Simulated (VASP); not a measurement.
Set up this calculation in VASP 6.6.1, as the native input.

```yaml
Task: relaxation of cell and atoms
Functional: PBE
Potentials_or_basis: VASP PAW PBE potentials, release 64 (Si, Ge_d)
Cutoff: 600 eV
k_mesh: 4 × 4 × 4
Occupations: gaussian, width 0.1 eV
Spin: no spin polarisation
Dipole_correction: no
Further_INCAR_settings: ALGO = Normal; EDIFF = 1e-07; IBRION = 2; EDIFFG = -0.04; NSW = 90; ISIF = 3
```

The structure of Si4Ge lies in POSCAR:

```
Si4Ge
1.0
   -2.7345146700      2.7345146700      2.7345146700
    2.7345146700     -2.7345146700      2.7345146700
    2.7345146700      2.7345146700     -2.7345146700
Si Ge
4 1
Direct
    0.0000000000      0.0000000000      0.5000000000
    0.0000000000      0.5000000000      0.0000000000
    0.5000000000      0.0000000000      0.0000000000
    0.5000000000      0.5000000000      0.5000000000
    0.0000000000      0.0000000000      0.0000000000
```

The cell was built from a structure type or drawn by symmetry, and may not be a known phase.

The input as run:

INCAR

```
SYSTEM = Si4Ge
  PREC = Accurate
  ENCUT = 600
  EDIFF = 1E-7
  ISMEAR = 0
  SIGMA = 0.1
  LREAL = .FALSE.
  LASPH = .TRUE.
  NELM = 100
  ALGO = Normal
  ISIF = 3
  LWAVE = .FALSE.
  LCHARG = .FALSE.
  GGA = PE
  IBRION = 2
  NSW = 90
  EDIFFG = -0.04
```

KPOINTS

```
regular mesh
0
G
  4 4 4
  0 0 0
```

Potentials or basis: VASP PAW PBE potentials, release 64 (Si, Ge_d).

Run with:

```console
$ cat potpaw_PBE.64/Si/POTCAR potpaw_PBE.64/Ge_d/POTCAR > POTCAR
$ mpirun -np 1 vasp_std > vasp.out
```

It gave:

```json
{
 "Relaxed volume": "18.84 Å³/atom",
 "Relaxed cell": "a = 4.965 Å, b = 4.965 Å, c = 4.965 Å, α = 109.47°, β = 109.47°, γ = 109.47°",
 "Space group after relaxing (to 0.1 Å)": "Im-3m (No. 229)",
 "Energy gained by relaxing": "87.9 meV/atom",
 "Ionic steps": "3",
 "Pressure after relaxing": "-0.1 GPa",
 "Band gap on the k mesh": "zero (bands 15 and 16 overlap by 2.74 eV)"
}
```

Caveat: the k points lie up to 0.39 Å⁻¹ apart in the final cell, too coarse for converged energies and pressures of a metal; the volume moved by over 15 % at a fixed basis, so the end points are rough.

Run time: 110 s on 1 thread of Intel Xeon 8259CL, on a shared host, peak memory 0.24 GiB.
